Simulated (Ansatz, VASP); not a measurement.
Two plane-wave programs on SnO2

```xyz
6
Lattice="4.7880 0.0000 0.0000 0.0000 4.8666 0.0000 0.0000 0.0000 3.2409" Properties=species:S:1:pos:R:3 pbc="T T T"
Sn    2.3940    2.4333    1.6204
Sn    0.0000    0.0000    0.0000
O     1.3974    1.5624    0.0000
O     3.7914    0.8709    1.6204
O     0.9966    3.9957    1.6204
O     3.3906    3.3042    0.0000
```

Alike in both runs: task relaxation of cell and atoms; functional PBEsol; k mesh 6 × 6 × 8; occupations gaussian, width 0.02 eV; no spin polarisation.

|  | VASP | Ansatz |
| --- | --- | --- |
| version | VASP 6.6.1 | Ansatz 0.2.0 |
| potentials or method | VASP PAW PBE potentials, release 64 (Sn_d, O), cutoff 600 eV | scalar-relativistic, plane waves, PAW |
| valence electrons in the cell | 52 | 52 |

|  | VASP | Ansatz | Ansatz less VASP |
| --- | --- | --- | --- |
| gap on the k mesh at the Fermi level, each at its own relaxed structure (eV) | 0.89 | 0.92 | +0.038 |
| relaxed volume (Å³/atom) | 12.20 | 12.17 | -0.032 |
| relaxed length of the cell vector where the two differ most in proportion (Å) | 3.216 | 3.211 | -0.0042 |

VASP's potentials were made for PBE, not for PBEsol, and Ansatz warns of the same on its side.
